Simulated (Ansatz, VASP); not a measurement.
Two plane-wave programs on SiC

The input INCAR:

```
PREC     = Accurate       # precision mode
ENCUT    = 520            # plane-wave cutoff, eV
EDIFF    = 1E-6           # SCF threshold, eV
ISMEAR   = 0              # smearing method
SIGMA    = 0.05           # smearing width, eV
LREAL    = F              # projectors in reciprocal space
LASPH    = T              # aspherical terms in the spheres
NELM     = 100            # most SCF steps
ALGO     = Normal         # electronic algorithm
ISIF     = 2              # what is computed and relaxed
LWAVE    = F              # write WAVECAR
LCHARG   = F              # write CHGCAR
GGA      = PE             # functional
NBANDS   = 11             # bands
```

Contents of KPOINTS:

```
Automatic mesh
0
Gamma
  4 4 4
```

The input POSCAR:

```
SiC
1.0
    0.0000000000      1.9369113167      2.7387926018
    1.9369113167      0.0000000000      2.7387926018
    1.9369113167      1.9369113167      0.0000000000
Si C
1 1
Direct
    0.0000000000      0.0000000000      0.0000000000
    0.7500000000      0.7500000000      0.7500000000
```

Input for Ansatz:

```yaml
crystal:
  lattice:
    - [0.0, 1.9369113167, 2.7387926018]
    - [1.9369113167, 0.0, 2.7387926018]
    - [1.9369113167, 1.9369113167, 0.0]
  atoms:
    - { symbol: Si, position: [0.0, 0.0, 0.0] }
    - { symbol: C, position: [0.75, 0.75, 0.75] }
basis:
  ecutwfc: 420
kpoints:
  mp_grid: { grid: [4, 4, 4] }
hamiltonian:
  xc: pbe
scf:
  occupations: { method: gaussian, width: 0.05 }
output:
  forces: true
  stress: true
  eigenvalues: true
```

Alike in both runs: task single point; functional PBE; k mesh 4 × 4 × 4; occupations gaussian, width 0.05 eV; no spin polarisation.

|  | VASP | Ansatz |
| --- | --- | --- |
| version | VASP 6.6.1 | Ansatz 0.2.0 |
| potentials or method | VASP PAW PBE potentials, release 64 (Si, C), cutoff 520 eV | scalar-relativistic, plane waves, PAW |
| valence electrons in the cell | 8 | 8 |

Ansatz gave:

```
gap on the k mesh at the Fermi level (eV)                     : none
pressure (GPa)                                                : 1.2
traceless stress, the component that is largest in VASP (GPa) : -74.70
```

Task: Which values does VASP return?

Result: gap on the k mesh at the Fermi level (eV): none; pressure (GPa): 1.2; traceless stress, the component that is largest in VASP (GPa): -74.76.

A gap of «none» marks a metal or a gap that the smearing closes.

The k mesh is coarse, so the values compare programs but aren't converged.
